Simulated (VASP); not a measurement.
GaN:

```
Ga N
1.0
     3.21832    0.00000    0.00000
    -1.60916    2.78715    0.00000
     0.00000    0.00000    5.24325
Ga N
2 2
Cartesian
  0.0000 1.8581 -0.0045
  1.6092 0.9290 2.6172
  0.0000 1.8581 1.9707
  1.6092 0.9290 4.5923
```

| Property | Result |
| --- | --- |
| Program | VASP 6.6.1 |
| Task | relaxation of cell and atoms |
| Functional | LDA |
| Potentials or basis | VASP PAW LDA potentials, release 64 (Ga_d, N) |
| Cutoff | 600 eV |
| k mesh | 12 × 12 × 4 |
| Occupations | fermi-dirac, width 0.02 eV |
| Spin | no spin polarisation |

At the start: pressure -10.2 GPa; volume 11.76 Å³/atom.

Problem. Where does the relaxation end?

Solution. Over 6 steps the energy falls by 21.8 meV/atom and the volume is 11.11 Å³/atom (-5.5 %); space group P6_3mc (No. 186, to 0.1 Å) before and after.

Step by step:
| step | energy change (eV) | largest force (eV/Å) | pressure (GPa) | volume (Å³) |
| --- | --- | --- | --- | --- |
| 1 | 0.0000 | 0.0007 | -10.19 | 47.03 |
| 2 | -0.0054 | 0.0318 | 11.95 | 42.12 |
| 3 | -0.0874 | 0.0142 | -0.13 | 44.44 |
| 4 | -0.0874 | 0.0146 | 0.13 | 44.39 |
| 5 | -0.0874 | 0.0023 | -0.24 | 44.44 |
| 6 | -0.0874 | 0.0041 | -0.01 | 44.42 |

Final structure:
```
CELL_PARAMETERS angstrom
3.15749 0.00000 0.00000
-1.57874 2.73446 0.00000
0.00000 0.00000 5.14524
ATOMIC_POSITIONS crystal
Ga 0.33333 0.66667 0.99923
Ga 0.66667 0.33333 0.49923
N 0.33333 0.66667 0.37577
N 0.66667 0.33333 0.87577
```
